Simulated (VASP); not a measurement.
Wanted: the native input for a VASP 6.6.1 run.

- Task: single point
- Functional: LDA
- Potentials or basis: VASP PAW LDA potentials, release 64 (Ir, La, In_d)
- Cutoff: 520 eV
- k mesh: 3 × 3 × 2
- Occupations: fermi-dirac, width 0.05 eV
- Spin: no spin polarisation
- Dipole correction: no
- Further INCAR settings: ALGO = Normal; EDIFF = 1e-06; NBANDS = 78

The structure of La2In8Ir lies in POSCAR:

```
La2In8Ir
1.0
    4.7694490000      0.0466490000      0.0182840000
    0.0466490000      4.7509260000     -0.0614310000
    0.0478350000     -0.1607180000     12.3765260000
Ir La In
1 2 8
Direct
    0.0824325755      0.0125738414      0.4972609621
    0.0767417003      0.0438798767      0.8166911652
    0.9820107181      0.0210543714      0.2078770171
    0.4969635105      0.9702326561      0.0305529097
    0.0415720985      0.4624316684      0.0077771853
   -0.0102971765      0.4312710192      0.6162119066
    0.5731204814      0.9686190533      0.6264447150
    0.0209015168      0.5836306490      0.3744014961
    0.5626379691     -0.0477898221      0.3899288824
    0.4707446024      0.4925788514      0.7926270681
    0.4629670434      0.4797670343      0.1922785666
```

The input as run:

INCAR

```
PREC = Accurate ; ENCUT = 520
EDIFF = 1E-6 ; ISMEAR = -1
SIGMA = 0.05 ; LREAL = F
LASPH = T ; NELM = 100
ALGO = Normal ; ISIF = 2
LWAVE = F ; LCHARG = T
GGA = CA ; LELF = T
LVHAR = T ; NBANDS = 78
```

KPOINTS

```
Automatic mesh
0
Gamma
  3 3 2
```

Potentials or basis: VASP PAW LDA potentials, release 64 (Ir, La, In_d).

Run with:

```sh
$ cat potpaw_LDA.64/Ir/POTCAR potpaw_LDA.64/La/POTCAR potpaw_LDA.64/In_d/POTCAR > POTCAR
$ mpirun -np 1 vasp_std > vasp.out
```

It gave:

```yaml
Pressure: 0.2 GPa
Largest_force: 3.233 eV/Å
```

Caveat: the k points lie up to 0.44 Å⁻¹ apart; forces of over 1 eV/Å act on the atoms, so gaps and moduli don't describe the material at rest.

Run time: 8.1 min on 1 thread of Intel(R) Xeon(R) Platinum 8259CL CPU @ 2.50GHz (Skylake/Cascade Lake), on a shared host, peak memory 0.39 GiB.
